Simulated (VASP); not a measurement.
Set up this calculation in VASP 6.6.1, as the native input.

```yaml
Task: single point
Functional: PBE
Potentials_or_basis: VASP PAW PBE potentials, release 64 (Rb_sv, Pt)
Cutoff: 520 eV
k_mesh: 4 × 4 × 4
Occupations: fermi-dirac, width 0.1 eV
Spin: no spin polarisation
Dipole_correction: no
Further_INCAR_settings: ALGO = Normal; EDIFF = 1e-06; NBANDS = 26
```

The structure of Rb3Pt lies in POSCAR:

```
Rb3Pt
1.0
    5.4987900000      0.0000000000      0.0000000000
    0.0000000000      5.4987900000      0.0000000000
    0.0000000000      0.0000000000      5.4987900000
Rb Pt
3 1
Direct
    0.0000000000      0.0000000000      0.5000000000
    0.0000000000      0.5000000000      0.0000000000
    0.5000000000      0.0000000000      0.0000000000
    0.5000000000      0.5000000000      0.5000000000
```

These files were run (other wordings do the same):

INCAR

```
ALGO     = Normal         # electronic algorithm
EDIFF    = 1E-6           # SCF threshold, eV
ENCUT    = 520            # plane-wave cutoff, eV
GGA      = PE             # functional
ISIF     = 2              # what is computed and relaxed
ISMEAR   = -1             # smearing method
LASPH    = True           # aspherical terms in the spheres
LCHARG   = True           # write CHGCAR
LELF     = True           # ELF
LREAL    = False          # projectors in reciprocal space
LVHAR    = True         
LWAVE    = False          # write WAVECAR
NBANDS   = 26             # bands
NELM     = 80             # most SCF steps
PREC     = Accurate       # precision mode
SIGMA    = 0.1            # smearing width, eV
```

KPOINTS

```
k-points
0
Gamma
  4 4 4
```

Potentials or basis: VASP PAW PBE potentials, release 64 (Rb_sv, Pt).

Run with:

```sh
$ cat potpaw_PBE.64/Rb_sv/POTCAR potpaw_PBE.64/Pt/POTCAR > POTCAR
$ mpirun -np 1 vasp_std > vasp.out
```

It gave:

```
Pressure : -0.1 GPa
```

It took 96 s on 1 thread of Intel(R) Xeon(R) Platinum 8259CL CPU @ 2.50GHz (Skylake/Cascade Lake) (shared host), peak memory 0.26 GiB.
